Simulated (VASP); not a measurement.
# MgO (Fm-3m) in VASP: a series of runs

The runs below take MgO through single point, with r2SCAN.

All numbers are computed with VASP 6.6.1; they aren't measurements. Logs are shortened: lines on timing, memory, paths and dates and some standing lists are left out, and cuts for length are marked.

### Step 1. The cell of the first run

It takes space group Fm-3m (No. 225, cubic). The conventional cell has a = 4.166 Å, b = 4.166 Å, c = 4.166 Å, α = 90.00°, β = 90.00°, γ = 90.00°. Mg (site symmetry m-3m) has 6 O at 2.08 Å within 2.8 Å. Within 2.8 Å of O (site symmetry m-3m) lie 6 Mg at 2.08 Å.

### Step 2. Single point, r2SCAN

File POSCAR:

```
MgO
1.0
    0.0000000000      2.0829271338      2.0829271338
    2.0829271338      0.0000000000      2.0829271338
    2.0829271338      2.0829271338      0.0000000000
Mg O
1 1
Direct
    0.0000000000      0.0000000000      0.0000000000
    0.5000000000      0.5000000000      0.5000000000
```

File INCAR.step1:

```
SYSTEM = MgO
PREC = Accurate
ENCUT = 660
ISMEAR = -1
SIGMA = 0.05
LREAL = .False.
LASPH = .True.
NELM = 120
NBANDS = 15
GGA = PE
ALGO = Normal
EDIFF = 1E-5
LWAVE = .True.
LCHARG = .False.
GGA_COMPAT = .False.
```

File INCAR.step2:

```
SYSTEM = MgO
PREC = Accurate
ENCUT = 660
EDIFF = 1E-6
ISMEAR = -1
SIGMA = 0.05
LREAL = .False.
LASPH = .True.
NELM = 120
ALGO = Normal
ISIF = 2
LWAVE = .False.
LCHARG = .False.
METAGGA = R2SCAN
LMIXTAU = .True.
NBANDS = 15
ISTART = 1
GGA_COMPAT = .False.
```

File KPOINTS:

```
Automatic mesh
0
Gamma
  11 11 11
  0 0 0
```

Potentials or basis: VASP PAW PBE potentials, release 64 (Mg_sv, O).

Launch:

```sh
cat potpaw_PBE.64/Mg_sv/POTCAR potpaw_PBE.64/O/POTCAR > POTCAR
cp INCAR.step1 INCAR
mpirun -np 1 vasp_std > vasp.out
cp INCAR.step2 INCAR
mpirun -np 1 vasp_std > vasp.out
```

OUTCAR:

```text
SYSTEM = MgO
   PREC = Accurate
   ENCUT = 660
   EDIFF = 1E-6
   ISMEAR = -1
   LREAL = .False.
   LASPH = .True.
   NELM = 120
   ISIF = 2
   METAGGA = R2SCAN
   ISTART = 1

 ion  position               nearest neighbor table
   1  0.000  0.000  0.000-   2 2.08   2 2.08   2 2.08   2 2.08   2 2.08   2 2.08
   2  0.500  0.500  0.500-   1 2.08   1 2.08   1 2.08   1 2.08   1 2.08   1 2.08

  LATTYP: Found a face centered cubic cell.
 ALAT       =     4.1658542676

  Lattice vectors:

 A1 = (   0.0000000000,   2.0829271338,   2.0829271338)
 A2 = (   2.0829271338,   0.0000000000,   2.0829271338)
 A3 = (   2.0829271338,   2.0829271338,   0.0000000000)

Analysis of symmetry for initial positions (statically):
=====================================================================
 Subroutine PRICEL returns:
 Original cell was already a primitive cell.

 Routine SETGRP: Setting up the symmetry group for a
 face centered cubic supercell.

 Subroutine GETGRP returns: Found 48 space group operations
 (whereof 48 operations were pure point group operations)
 out of a pool of 48 trial point group operations.

The static configuration has the point symmetry O_h .

Analysis of symmetry for dynamics (positions and initial velocities):
=====================================================================
 Subroutine PRICEL returns:
 Original cell was already a primitive cell.

 Routine SETGRP: Setting up the symmetry group for a
 face centered cubic supercell.

 Subroutine GETGRP returns: Found 48 space group operations
 (whereof 48 operations were pure point group operations)
 out of a pool of 48 trial point group operations.

The dynamic configuration has the point symmetry O_h .

 Subroutine INISYM returns: Found 48 space group operations
 (whereof 48 operations are pure point group operations),
 and found     1 'primitive' translations

----------------------------------------------------------------------------------------

                                     Primitive cell

  volume of cell :      18.0739

  direct lattice vectors                    reciprocal lattice vectors
     0.000000000  2.082927134  2.082927134    -0.240046803  0.240046803  0.240046803
     2.082927134  0.000000000  2.082927134     0.240046803 -0.240046803  0.240046803
     2.082927134  2.082927134  0.000000000     0.240046803  0.240046803 -0.240046803

  length of vectors
     2.945703802  2.945703802  2.945703802     0.415773260  0.415773260  0.415773260

  position of ions in fractional coordinates (direct lattice)
     0.000000000  0.000000000  0.000000000
     0.500000000  0.500000000  0.500000000

  ion indices of the primitive-cell ions
   primitive index   ion index
                 1           1
                 2           2

----------------------------------------------------------------------------------------

 KPOINTS: Automatic mesh

Automatic generation of k-mesh.
 Grid dimensions read from file:
 generate k-points for:   11   11   11

 Generating k-lattice:

  Cartesian coordinates                     Fractional coordinates (reciprocal lattice)
    -0.021822437  0.021822437  0.021822437     0.090909091  0.000000000  0.000000000
     0.021822437 -0.021822437  0.021822437     0.000000000  0.090909091  0.000000000
     0.021822437  0.021822437 -0.021822437     0.000000000  0.000000000  0.090909091

  Length of vectors
     0.037797569  0.037797569  0.037797569

  Shift w.r.t. Gamma in fractional coordinates (k-lattice)
     0.000000000  0.000000000  0.000000000

 Subroutine IBZKPT returns following result:
 ===========================================

 Found     56 irreducible k-points:

 Following reciprocal coordinates:
            Coordinates               Weight
  0.000000  0.000000  0.000000      1.000000
  0.090909  0.000000  0.000000      8.000000
  0.181818  0.000000  0.000000      8.000000
  0.272727  0.000000  0.000000      8.000000
  0.363636  0.000000  0.000000      8.000000
  0.454545  0.000000  0.000000      8.000000
[... 16 lines left out ...]
 -0.272727  0.181818  0.000000     24.000000
 -0.181818  0.181818  0.000000     12.000000
 [... further k-points ...]
   k-points           NKPTS =     56   k-points in BZ     NKDIM =     56   number of bands    NBANDS=     15
   number of dos      NEDOS =    301   number of ions     NIONS =      2
   total plane-waves  NPLWV =  21952
   dimension x,y,z NGX =    28 NGY =   28 NGZ =   28
   dimension x,y,z NGXF=    56 NGYF=   56 NGZF=   56
   ions per type =               1   1
   NGX,Y,Z   is equivalent  to a cutoff of  15.80, 15.80, 15.80 a.u.
   NGXF,Y,Z  is equivalent  to a cutoff of  31.60, 31.60, 31.60 a.u.
 SYSTEM =  MgO
   PREC   = accura    normal or accurate (medium, high low for compatibility)
   ISTART =      1    job   : 0-new  1-cont  2-samecut
   ICHARG =      0    charge: 1-file 2-atom 10-const
   ISPIN  =      1    spin polarized calculation?
   LNONCOLLINEAR =      F non collinear calculations
   LSORBIT =      F    spin-orbit coupling
   LASPH  =      T    aspherical Exc in radial PAW
   ENCUT  =  660.0 eV  48.51 Ry    6.96 a.u.   6.17  6.17  6.17*2*pi/ulx,y,z
   NELM   =    120;   NELMIN=  2; NELMDL=  0     # of ELM steps
   EDIFF  = 0.1E-05   stopping-criterion for ELM
   LREAL  =      F    real-space projection
   EDIFFG = 0.1E-04   stopping-criterion for IOM
   NSW    =      0    number of steps for IOM
   IBRION =     -1    ionic relax: 0-MD 1-quasi-New 2-CG
   NFREE  =      0    steps in history (QN), initial steepest desc. (CG)
   ISIF   =      2    stress and relaxation
   ISYM   =      2    0-nonsym 1-usesym 2-fastsym
   POTIM  = 0.5000    time-step for ionic-motion
   TEBEG  =    0.0;   TEEND  =   0.0 temperature during run
   PSTRESS=    0.0 pullay stress
   NELECT =      16.0000    total number of electrons
   NUPDOWN=      -1.0000    fix difference up-down
   EMIN   =  10.00;   EMAX   =-10.00  energy-range for DOS
   EFERMI =   0.00;   METHOD = LEGACY
   ISMEAR =    -1;   SIGMA  =   0.05  broadening in eV -4-tet -1-fermi 0-gaus
   EFERMI_NEDOS =   21; number of points for ismear=-14 and -15
   IALGO  =     38    algorithm
   IMIX   =      4    mixing-type and parameters
     AMIX     =   0.40;   BMIX     =  1.00
     AMIX_MAG =   1.60;   BMIX_MAG =  1.00
  volume/ion in A,a.u.               =       9.04        60.98
  Fermi-wavevector in a.u.,A,eV,Ry     =   1.571921  2.970500 33.619125  2.470936
  Thomas-Fermi vector in A             =   2.673433
   LORBIT       =      0    0 simple, 1 ext, 2 COOP (PROOUT), +10 PAW based schemes
   METAGGA = R2SCAN    functional components
   LHFCALC =     F    Hartree Fock is set to
   AEXX    =    0.0000 exact exchange contribution
   IVDW    =     0    specifies the selected vdW correction
   LEPSILON=     F    determine dielectric tensor
   LRPA    =     F    only Hartree local field effects (RPA)
 non-spin polarized calculation
  energy-cutoff  :      660.00
  volume of cell :       18.07
 maximum number of plane-waves:       725
 NGX is ok and might be reduce to    28
   NGX = 13   NGY = 13   NGZ = 13

 number of electron      15.9999995 magnetization

 Free energy of the ion-electron system (eV)
  ---------------------------------------------------
  ext. energy  EPLUGINS =         0.00000000
  ---------------------------------------------------
  free energy    TOTEN  =       -16.16255549 eV

  energy without entropy =      -16.16255549  energy(sigma->0) =      -16.16255549

 E-fermi :   4.0124     XC(G=0): -12.2241

 val. band max:        2.7465933016   @ k =   0.0000   0.0000   0.0000
 cond. band min:       8.7450788207   @ k =   0.0000   0.0000   0.0000
 fundamental gap:      5.9984855191
 Fermi energy:         4.0123680339

 k-point     1 :       0.0000    0.0000    0.0000
  band No.  band energies     occupation
      1     -72.1044      2.00000
      2     -37.1950      2.00000
      3     -37.1950      2.00000
      4     -37.1950      2.00000
      5     -15.6112      2.00000
      6       2.7466      2.00000
      7       2.7466      2.00000
      8       2.7466      2.00000
      9       8.7451      0.00000
     10      19.8027      0.00000
     11      19.8027      0.00000
     12      19.8027      0.00000
     13      24.0078      0.00000
     14      25.8703      0.00000
     15      25.8703      0.00000

 k-point     2 :       0.0909    0.0000    0.0000
  band No.  band energies     occupation
      1     -72.1037      2.00000
      2     -37.2023      2.00000
      3     -37.1955      2.00000
      4     -37.1955      2.00000
      5     -15.5172      2.00000
      6       2.2138      2.00000
      7       2.6855      2.00000
      8       2.6855      2.00000
      9       9.2610      0.00000
     10      18.7066      0.00000
     11      20.0257      0.00000
     12      20.0257      0.00000
     13      25.3073      0.00000
     14      25.3073      0.00000
     15      25.5431      0.00000

 k-point     3 :       0.1818    0.0000    0.0000
  band No.  band energies     occupation
      1     -72.1016      2.00000
      2     -37.2232      2.00000
      3     -37.1972      2.00000
      4     -37.1972      2.00000
      5     -15.2554      2.00000
      6       1.0311      2.00000
      7       2.5257      2.00000
      8       2.5257      2.00000
      9      10.3422      0.00000
     10      17.2633      0.00000
     11      20.5392      0.00000
     12      20.5392      0.00000
     13      24.6076      0.00000
     14      24.6076      0.00000
     15      27.1250      0.00000
[... 343 lines left out ...]
 k-point    23 :      -0.2727    0.1818    0.0000
  band No.  band energies     occupation
      1     -72.0958      2.00000
      2     -37.2636      2.00000
      3     -37.2216      2.00000
      4     -37.2017      2.00000
      5     -14.4607      2.00000
      6      -0.8365      2.00000
      7       1.1382      2.00000
      8       2.1340      2.00000
      9      12.9418      0.00000
     10      15.9455      0.00000
     11      19.0693      0.00000
     12      21.8146      0.00000
     13      23.8519      0.00000
     14      25.9786      0.00000
     15      29.7422      0.00000

 k-point    24 :      -0.1818    0.1818    0.0000
  band No.  band energies     occupation
      1     -72.0980      2.00000
      2     -37.2479      2.00000
      3     -37.2143      2.00000
      4     -37.1982      2.00000
      5     -14.7813      2.00000
      6      -0.1540      2.00000
      7       1.5913      2.00000
      8       2.3339      2.00000
      9      12.0936      0.00000
     10      16.0155      0.00000
     11      19.8476      0.00000
     12      22.1382      0.00000
     13      22.4691      0.00000
     14      25.8204      0.00000
     15      29.5425      0.00000

 [... further k-points ...]

------------------------ aborting loop because EDIFF is reached ----------------------------------------

  FORCE on cell =-STRESS in cart. coord.  units (eV):
  Direction    XX          YY          ZZ          XY          YZ          ZX
  --------------------------------------------------------------------------------------
  -------------------------------------------------------------------------------------
  Total        0.4990429      0.4990429      0.4990429      0.0000000      0.0000000      0.0000000
  in kB       44.2380746     44.2380746     44.2380746      0.0000000      0.0000000      0.0000000
  external PRESSURE =      44.2380746 kB  Pullay stress =       0.0000000 kB

 VOLUME and BASIS-vectors are now :
 -----------------------------------------------------------------------------
  energy-cutoff  :      660.00
  volume of cell :       18.07
      direct lattice vectors                 reciprocal lattice vectors
     0.000000000  2.082927134  2.082927134    -0.240046803  0.240046803  0.240046803
     2.082927134  0.000000000  2.082927134     0.240046803 -0.240046803  0.240046803
     2.082927134  2.082927134  0.000000000     0.240046803  0.240046803 -0.240046803

 POSITION                                       TOTAL-FORCE (eV/Angst)
 -----------------------------------------------------------------------------------
      0.00000      0.00000      0.00000         0.000000      0.000000     -0.000000
      2.08293      2.08293      2.08293        -0.000000     -0.000000      0.000000
 -----------------------------------------------------------------------------------
    total drift:                                0.000000      0.000000      0.000000

  FREE ENERGIE OF THE ION-ELECTRON SYSTEM (eV)
  ---------------------------------------------------
  free  energy   TOTEN  =       -16.1625554905 eV

  energy  without entropy=      -16.1625554905  energy(sigma->0) =      -16.16255549
```

Wall time 83 s (1 thread of Intel Xeon Platinum 8488C (Sapphire Rapids), shared host); peak memory 0.17 GiB.

What came out:

```
Free energy            : -16.1626 eV
Pressure               : 4.4 GPa
Band gap on the k mesh : 6.00 eV, direct
```

Levels at points of the mesh, in eV from the valence-band top:
| k point | band 4 | band 5 | band 6 | band 7 | band 8 | band 9 | band 10 | band 11 | band 12 | band 13 |
| --- | --- | --- | --- | --- | --- | --- | --- | --- | --- | --- |
| (0.00, 0.00, 0.00) | -39.94 | -18.36 | 0.00 | 0.00 | 0.00 | 6.00 | 17.06 | 17.06 | 17.06 | 21.26 |

Caveat: the PAW data sets were made with another functional, which shifts forces and pressure a little. r2SCAN opens gaps a little over a GGA but as a rule still falls short of measured ones.

[end of part 1 of 2]
